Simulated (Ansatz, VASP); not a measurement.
# RbBr: VASP beside Ansatz

Contents of INCAR:

```
SYSTEM = RbBr
PREC = Accurate
ENCUT = 520
EDIFF = 1E-6
ISMEAR = -1
SIGMA = 0.03
LREAL = .False.
LASPH = .True.
NELM = 80
ALGO = Normal
ISIF = 2
LWAVE = .False.
LCHARG = .False.
GGA = CA
NBANDS = 15
```

KPOINTS

```
regular mesh
0
Gamma
  6 6 6
  0 0 0
```

POSCAR

```
RbBr
1.0
    0.0000000000      3.3860011066      3.3860011066
    3.3860011066      0.0000000000      3.3860011066
    3.3860011066      3.3860011066      0.0000000000
Rb Br
1 1
Direct
    0.0000000000      0.0000000000      0.0000000000
    0.5000000000      0.5000000000      0.5000000000
```

Input for Ansatz:

```yaml
crystal:
  lattice:
    - [0.0, 3.3860011066, 3.3860011066]
    - [3.3860011066, 0.0, 3.3860011066]
    - [3.3860011066, 3.3860011066, 0.0]
  atoms:
    - { symbol: Rb, position: [0.0, 0.0, 0.0] }
    - { symbol: Br, position: [0.5, 0.5, 0.5] }
kpoints:
  mp_grid: { grid: [6, 6, 6] }
scf:
  occupations: { method: fermi_dirac, width: 0.03 }
hamiltonian:
  xc: lda
  pseudopotentials: { kind: all_electron, lapw: { basis_error: 0.001 } }
output:
  forces: true
  stress: true
  eigenvalues: true
```

Change from the starting cell: volume scaled by 0.9405.

Alike in both runs: task single point; functional LDA; k mesh 6 × 6 × 6; occupations fermi-dirac, width 0.03 eV; no spin polarisation.

|  | VASP | Ansatz |
| --- | --- | --- |
| version | VASP 6.6.1 | Ansatz 0.2.0 |
| potentials or method | VASP PAW LDA potentials, release 64 (Rb_sv, Br), cutoff 520 eV | all-electron LAPW, scalar-relativistic |

|  | VASP | Ansatz | Ansatz less VASP |
| --- | --- | --- | --- |
| gap on the k mesh at the Fermi level (eV) | 4.05 | 4.04 | -0.010 |
| pressure (GPa) | -0.7 | -0.8 | -0.06 |

LDA's correlation is that of Perdew and Zunger in VASP and of Perdew and Wang (1992) in Ansatz. Ansatz ran all-electron here, and VASP with PAW potentials.
